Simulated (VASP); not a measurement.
Crystal: Mg3I4F2.

```
Mg I F
1.0
     6.86738    0.00000    0.00000
    -3.43369    5.94733    0.00000
     0.00000    0.00000    6.17192
Mg I F
3 4 2
Direct
  0.50000 0.00000 0.50000
  0.00000 0.50000 0.50000
  0.50000 0.50000 0.50000
  0.33333 0.66667 0.00000
  0.66667 0.33333 0.00000
  0.00000 0.00000 0.75318
  0.00000 0.00000 0.24682
  0.33333 0.66667 0.50000
  0.66667 0.33333 0.50000
```

The cell was built from a structure type or drawn by symmetry, and may not be a known phase.

```yaml
Program: VASP 6.6.1
Task: relaxation of cell and atoms
Functional: PBE
Potentials_or_basis: VASP PAW PBE potentials, release 64 (Mg, I, F)
Cutoff: 600 eV
k_mesh: 3 × 3 × 4
Occupations: gaussian, width 0.1 eV
Spin: no spin polarisation
```

At the start: pressure 0.6 GPa; volume 28.01 Å³/atom.

Task: Where does the relaxation end?

Result: Over 5 steps the energy falls by 14.9 meV/atom and the volume is 28.25 Å³/atom (+0.8 %); space group P6/mmm (No. 191, to 0.1 Å) before and after.

The path:
| step | energy change (eV) | largest force (eV/Å) | pressure (GPa) | volume (Å³) |
| --- | --- | --- | --- | --- |
| 1 | 0.0000 | 0.1153 | 0.63 | 252.08 |
| 2 | -0.1204 | 0.1629 | -0.16 | 256.01 |
| 3 | -0.1262 | 0.2341 | -0.34 | 257.13 |
| 4 | -0.1333 | 0.0928 | -0.09 | 255.02 |
| 5 | -0.1340 | 0.0366 | 0.02 | 254.21 |

Final structure:
```
CELL_PARAMETERS angstrom
6.76049 0.00000 0.00000
-3.38025 5.85476 0.00000
0.00000 0.00000 6.42251
ATOMIC_POSITIONS crystal
Mg 0.50000 0.00000 0.50000
Mg 0.00000 0.50000 0.50000
Mg 0.50000 0.50000 0.50000
I 0.33333 0.66667 0.00000
I 0.66667 0.33333 0.00000
I 0.00000 0.00000 0.75184
I 0.00000 0.00000 0.24816
F 0.33333 0.66667 0.50000
F 0.66667 0.33333 0.50000
```
